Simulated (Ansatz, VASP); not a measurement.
One calculation of Tl, two programs

Contents of INCAR:

```
PREC     = Accurate       # precision mode
ENCUT    = 520            # plane-wave cutoff, eV
EDIFF    = 1E-7           # SCF threshold, eV
ISMEAR   = 0              # smearing method
SIGMA    = 0.15           # smearing width, eV
LREAL    = False          # projectors in reciprocal space
LASPH    = True           # aspherical terms in the spheres
NELM     = 100            # most SCF steps
ALGO     = Normal         # electronic algorithm
ISIF     = 2              # what is computed and relaxed
LWAVE    = False          # write WAVECAR
LCHARG   = True           # write CHGCAR
LELF     = True           # ELF
LVHAR    = True         
NBANDS   = 12             # bands
```

KPOINTS

```
Automatic mesh
0
Gamma
  5 5 5
```

File POSCAR:

```
Tl
1.0
    3.3619110263     -0.0000000186     -0.0000000322
   -1.1206369912      3.1696401188     -0.0000000322
   -1.1206369912     -1.5848200129      2.7449888906
Tl
1
Direct
    0.0000000000      0.0000000000      0.0000000000
```

Input for Ansatz:

```yaml
crystal:
  lattice:
    a: 3.361911
    b: 3.361911
    c: 3.361911
    alpha: 109.47122
    beta: 109.47122
    gamma: 109.47122
  atoms:
    - { symbol: Tl, position: [0.0, 0.0, 0.0] }
kpoints:
  mp_grid:
    grid: [5, 5, 5]
    shift: [0.0, 0.0, 0.0]
hamiltonian:
  xc: lda
  pseudopotentials:
    kind: all_electron
    relativity: none
    lapw: {}
scf:
  convergence:
    dr2_threshold: 1.0e-05
  occupations:
    method: gaussian
    width: 0.15
output:
  stress: true
```

Alike in both runs: task single point; functional LDA; k mesh 5 × 5 × 5; occupations gaussian, width 0.15 eV; no spin polarisation.

|  | VASP | Ansatz |
| --- | --- | --- |
| version | VASP 6.6.1 | Ansatz 0.2.0 |
| potentials or method | VASP PAW LDA potentials, release 64 (Tl_d), cutoff 520 eV | all-electron (LAPW or listed datasets) |

```tsv
	VASP	Ansatz	Ansatz less VASP
pressure (GPa)	-1.6	-0.4	+1.26
```

LDA's correlation is that of Perdew and Zunger in VASP and of Perdew and Wang (1992) in Ansatz. Ansatz ran all-electron here, and VASP with PAW potentials. Ansatz's warnings: stress scf threshold loose.

The k mesh is coarse, so the values compare programs but aren't converged. Spin-orbit coupling is off throughout.
